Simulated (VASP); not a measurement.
# Si3Ag (Im-3m) in VASP: a series of runs

The runs below take Si3Ag through single point, with PBE.

Program: VASP 6.6.1. These are calculated values, not measurements. Logs are shortened: lines on timing, memory, paths and dates and some standing lists are left out, and cuts for length are marked.

## 1. The cell of the first run

The structure is cubic, space group Im-3m (No. 229). The conventional cell has a = 5.096 Å, b = 5.096 Å, c = 5.096 Å, α = 90.00°, β = 90.00°, γ = 90.00°. Si (site symmetry 4/mmm) has 4 Si at 2.55 Å and 2 Ag at 2.55 Å within 3.4 Å. Ag (site symmetry m-3m) has 6 Si at 2.55 Å within 3.4 Å.

The cell was built from a structure type or drawn by symmetry, and may not be a known phase.

## 2. Single point, PBE

INCAR reads:

```
PREC     = Accurate       # precision mode
ENCUT    = 520            # plane-wave cutoff, eV
EDIFF    = 1E-6           # SCF threshold, eV
ISMEAR   = 0              # smearing method
SIGMA    = 0.1            # smearing width, eV
LREAL    = F              # projectors in reciprocal space
LASPH    = T              # aspherical terms in the spheres
NELM     = 80             # most SCF steps
ALGO     = Normal         # electronic algorithm
ISIF     = 2              # what is computed and relaxed
LWAVE    = F              # write WAVECAR
LCHARG   = F              # write CHGCAR
GGA      = PE             # functional
NBANDS   = 20             # bands
```

KPOINTS reads:

```
regular mesh
0
Gamma
  6 6 6
```

POSCAR reads:

```
Si3Ag
1.0
   -2.5480560600      2.5480560600      2.5480560600
    2.5480560600     -2.5480560600      2.5480560600
    2.5480560600      2.5480560600     -2.5480560600
Si Ag
3 1
Direct
    0.0000000000      0.5000000000      0.5000000000
    0.5000000000      0.0000000000      0.5000000000
    0.5000000000      0.5000000000      0.0000000000
    0.0000000000      0.0000000000      0.0000000000
```

Potentials or basis: VASP PAW PBE potentials, release 64 (Si, Ag).

Started as:

```sh
$ cat potpaw_PBE.64/Si/POTCAR potpaw_PBE.64/Ag/POTCAR > POTCAR
$ mpirun -np 1 vasp_std > vasp.out
```

OUTCAR:

```text
PREC = Accurate
   ENCUT = 520
   EDIFF = 1E-6
   ISMEAR = 0
   LREAL = F
   LASPH = T
   NELM = 80
   ISIF = 2
   GGA = PE

 ion  position               nearest neighbor table
   1  0.000  0.500  0.500-   2 2.55   3 2.55   4 2.55   4 2.55   3 2.55   2 2.55
   2  0.500  0.000  0.500-   1 2.55   3 2.55   4 2.55   3 2.55   4 2.55   1 2.55
   3  0.500  0.500  0.000-   1 2.55   2 2.55   4 2.55   2 2.55   1 2.55   4 2.55
   4  0.000  0.000  0.000-   1 2.55   2 2.55   3 2.55   1 2.55   2 2.55   3 2.55

  LATTYP: Found a body centered cubic cell.
 ALAT       =     5.0961121200

  Lattice vectors:

 A1 = (  -2.5480560600,   2.5480560600,   2.5480560600)
 A2 = (   2.5480560600,  -2.5480560600,   2.5480560600)
 A3 = (   2.5480560600,   2.5480560600,  -2.5480560600)

Analysis of symmetry for initial positions (statically):
=====================================================================
 Subroutine PRICEL returns:
 Original cell was already a primitive cell.

 Routine SETGRP: Setting up the symmetry group for a
 body centered cubic supercell.

 Subroutine GETGRP returns: Found 48 space group operations
 (whereof 48 operations were pure point group operations)
 out of a pool of 48 trial point group operations.

The static configuration has the point symmetry O_h .

Analysis of symmetry for dynamics (positions and initial velocities):
=====================================================================
 Subroutine PRICEL returns:
 Original cell was already a primitive cell.

 Routine SETGRP: Setting up the symmetry group for a
 body centered cubic supercell.

 Subroutine GETGRP returns: Found 48 space group operations
 (whereof 48 operations were pure point group operations)
 out of a pool of 48 trial point group operations.

The dynamic configuration has the point symmetry O_h .

 Subroutine INISYM returns: Found 48 space group operations
 (whereof 48 operations are pure point group operations),
 and found     1 'primitive' translations

----------------------------------------------------------------------------------------

                                     Primitive cell

  volume of cell :      66.1739

  direct lattice vectors                    reciprocal lattice vectors
    -2.548056060  2.548056060  2.548056060     0.000000000  0.196228022  0.196228022
[... 80 lines left out ...]
   NELM   =     80;   NELMIN=  2; NELMDL= -5     # of ELM steps
   EDIFF  = 0.1E-05   stopping-criterion for ELM
   LREAL  =      F    real-space projection
   EDIFFG = 0.1E-04   stopping-criterion for IOM
   NSW    =      0    number of steps for IOM
   IBRION =     -1    ionic relax: 0-MD 1-quasi-New 2-CG
   NFREE  =      0    steps in history (QN), initial steepest desc. (CG)
   ISIF   =      2    stress and relaxation
   ISYM   =      2    0-nonsym 1-usesym 2-fastsym
   POTIM  = 0.5000    time-step for ionic-motion
   TEBEG  =    0.0;   TEEND  =   0.0 temperature during run
   PSTRESS=    0.0 pullay stress
   NELECT =      23.0000    total number of electrons
   NUPDOWN=      -1.0000    fix difference up-down
   EMIN   =  10.00;   EMAX   =-10.00  energy-range for DOS
   EFERMI =   0.00;   METHOD = LEGACY
   ISMEAR =     0;   SIGMA  =   0.10  broadening in eV -4-tet -1-fermi 0-gaus
   EFERMI_NEDOS =   21; number of points for ismear=-14 and -15
   IALGO  =     38    algorithm
   IMIX   =      4    mixing-type and parameters
     AMIX     =   0.40;   BMIX     =  1.00
     AMIX_MAG =   1.60;   BMIX_MAG =  1.00
  volume/ion in A,a.u.               =      16.54       111.64
  Fermi-wavevector in a.u.,A,eV,Ry     =   1.151035  2.175140 18.026103  1.324881
  Thomas-Fermi vector in A             =   2.287695
   LORBIT       =      0    0 simple, 1 ext, 2 COOP (PROOUT), +10 PAW based schemes
   GGA     = PE    functional components
   LHFCALC =     F    Hartree Fock is set to
   AEXX    =    0.0000 exact exchange contribution
   IVDW    =     0    specifies the selected vdW correction
   LEPSILON=     F    determine dielectric tensor
   LRPA    =     F    only Hartree local field effects (RPA)
 non-spin polarized calculation
 Gauss-broadening in eV      SIGMA  =   0.10
  energy-cutoff  :      520.00
  volume of cell :       66.17
 maximum number of plane-waves:      1830
 NGX is ok and might be reduce to    36
   NGX = 17   NGY = 17   NGZ = 17

 number of electron      23.0000001 magnetization

 Free energy of the ion-electron system (eV)
  ---------------------------------------------------
  ext. energy  EPLUGINS =         0.00000000
  ---------------------------------------------------
  free energy    TOTEN  =       -17.38180875 eV

  energy without entropy =      -17.37557217  energy(sigma->0) =      -17.37869046

 E-fermi :   8.2605     XC(G=0): -10.9921

 val. band max:        7.9540970937   @ k =   0.1667   0.0000   0.0000
 cond. band min:       8.2678563368   @ k =   0.1667   0.1667   0.0000
 fundamental gap:      0.3137592430
 Fermi energy:         8.2604549987

 k-point     1 :       0.0000    0.0000    0.0000
  band No.  band energies     occupation
      1      -3.9343      2.00000
      2       1.6299      2.00000
      3       1.6299      2.00000
      4       2.6291      2.00000
      5       2.6291      2.00000
      6       2.6291      2.00000
[... 357 lines left out ...]
     19      18.3591      0.00000
     20      18.5760      0.00000

------------------------ aborting loop because EDIFF is reached ----------------------------------------

  FORCE on cell =-STRESS in cart. coord.  units (eV):
  Direction    XX          YY          ZZ          XY          YZ          ZX
  --------------------------------------------------------------------------------------
  -------------------------------------------------------------------------------------
  Total        1.2825701      1.2825701      1.2825701      0.0000000      0.0000000      0.0000000
  in kB       31.0530861     31.0530861     31.0530861      0.0000000      0.0000000      0.0000000
  external PRESSURE =      31.0530861 kB  Pullay stress =       0.0000000 kB

 VOLUME and BASIS-vectors are now :
 -----------------------------------------------------------------------------
  energy-cutoff  :      520.00
  volume of cell :       66.17
      direct lattice vectors                 reciprocal lattice vectors
    -2.548056060  2.548056060  2.548056060     0.000000000  0.196228022  0.196228022
     2.548056060 -2.548056060  2.548056060     0.196228022  0.000000000  0.196228022
     2.548056060  2.548056060 -2.548056060     0.196228022  0.196228022  0.000000000

 POSITION                                       TOTAL-FORCE (eV/Angst)
 -----------------------------------------------------------------------------------
      2.54806      0.00000      0.00000        -0.000000      0.000000      0.000000
      0.00000      2.54806      0.00000         0.000000     -0.000000     -0.000000
      0.00000      0.00000      2.54806        -0.000000      0.000000     -0.000000
      0.00000      0.00000      0.00000        -0.000000      0.000000      0.000000
 -----------------------------------------------------------------------------------
    total drift:                                0.000000     -0.000000     -0.000000

  FREE ENERGIE OF THE ION-ELECTRON SYSTEM (eV)
  ---------------------------------------------------
  free  energy   TOTEN  =       -17.3818087500 eV

  energy  without entropy=      -17.3755721728  energy(sigma->0) =      -17.37869046
```

OSZICAR:

```text
N       E                     dE             d eps       ncg     rms          rms(c)
DAV:   1     0.805401060541E+02    0.80540E+02   -0.99623E+03   640   0.993E+02
DAV:   2    -0.158897886702E+02   -0.96430E+02   -0.92437E+02   716   0.194E+02
DAV:   3    -0.188148734276E+02   -0.29251E+01   -0.28993E+01   776   0.317E+01
DAV:   4    -0.188349555678E+02   -0.20082E-01   -0.20076E-01   740   0.308E+00
DAV:   5    -0.188351354101E+02   -0.17984E-03   -0.17984E-03   816   0.289E-01    0.937E+00
DAV:   6    -0.175571787489E+02    0.12780E+01   -0.96765E+00   676   0.334E+01    0.811E+00
DAV:   7    -0.174016776320E+02    0.15550E+00   -0.88015E-01   676   0.102E+01    0.340E+00
DAV:   8    -0.173871303096E+02    0.14547E-01   -0.98435E-02   712   0.275E+00    0.731E-01
DAV:   9    -0.173817520991E+02    0.53782E-02   -0.16868E-02   692   0.158E+00    0.192E-01
DAV:  10    -0.173818153387E+02   -0.63240E-04   -0.12331E-03   736   0.236E-01    0.834E-02
DAV:  11    -0.173818133926E+02    0.19461E-05   -0.55210E-05   716   0.667E-02    0.243E-02
DAV:  12    -0.173818104224E+02    0.29702E-05   -0.55537E-06   760   0.261E-02    0.865E-03
DAV:  13    -0.173818082603E+02    0.21621E-05   -0.20068E-06   548   0.176E-02    0.380E-03
DAV:  14    -0.173818087500E+02   -0.48968E-06   -0.32113E-07   356   0.402E-03
   1 F= -.17381809E+02 E0= -.17378690E+02  d E =-.623658E-02
```

Wall time 39 s (1 thread of Intel Xeon 8259CL, shared host); peak memory 0.2 GiB.

Results:

```yaml
Free_energy: -17.3818 eV
Pressure: 3.1 GPa
Band_gap_on_the_k_mesh: zero (an odd number of electrons rules out a gap without spin polarisation)
```

Levels at points of the mesh, in eV from the Fermi level:
```tsv
k point	band 9	band 10	band 11	band 12	band 13	band 14
(0.00, 0.00, 0.00)	-2.75	-1.75	-1.75	-0.45	-0.45	-0.45
(0.50, 0.00, 0.00)	-2.45	-2.17	-2.02	0.90	1.78	1.87
(0.50, 0.50, 0.50)	-5.01	-4.26	-4.26	2.03	2.03	2.03
```

Caveat: the cell stands under pressure.

## 3. Single point, PBE

This run uses another cell than the first one, of 17.02 Å³/atom.

INCAR reads:

```
PREC = Accurate
ENCUT = 520
EDIFF = 1E-6
ISMEAR = 0
SIGMA = 0.1
LREAL = False
LASPH = True
NELM = 80
ALGO = Normal
ISIF = 2
LWAVE = False
LCHARG = True
GGA = PE
LELF = True
LVHAR = True
NBANDS = 20
```

KPOINTS is that of step 2.

POSCAR reads:

```
Si3Ag
1.0
   -2.5721982270      2.5721982270      2.5721982270
    2.5721982270     -2.5721982270      2.5721982270
    2.5721982270      2.5721982270     -2.5721982270
Si Ag
3 1
Direct
    0.0000000000      0.5000000000      0.5000000000
    0.5000000000      0.0000000000      0.5000000000
    0.5000000000      0.5000000000      0.0000000000
    0.0000000000      0.0000000000      0.0000000000
```

Potentials or basis: VASP PAW PBE potentials, release 64 (Si, Ag).

Started as:

```sh
$ cat potpaw_PBE.64/Si/POTCAR potpaw_PBE.64/Ag/POTCAR > POTCAR
$ mpirun -np 1 vasp_std > vasp.out
```

Wall time 44 s (1 thread of Intel Xeon 8259CL, shared host); peak memory 0.2 GiB.

Results (log left out):

```
Free energy            : -17.4011 eV
Pressure               : 0.2 GPa
Band gap on the k mesh : zero (an odd number of electrons rules out a gap without spin polarisation)
```

Levels at points of the mesh, in eV from the Fermi level:
| k point | band 8 | band 9 | band 10 | band 11 | band 12 | band 13 | band 14 | band 15 |
| --- | --- | --- | --- | --- | --- | --- | --- | --- |
| (0.00, 0.00, 0.00) | -2.70 | -2.70 | -1.88 | -1.88 | -0.44 | -0.44 | -0.44 | 2.30 |
| (0.50, 0.00, 0.00) | -5.10 | -2.42 | -2.17 | -1.94 | 0.88 | 1.73 | 1.82 | 4.11 |
| (0.50, 0.50, 0.50) | -5.24 | -4.98 | -4.23 | -4.23 | 1.95 | 1.95 | 1.95 | 6.64 |
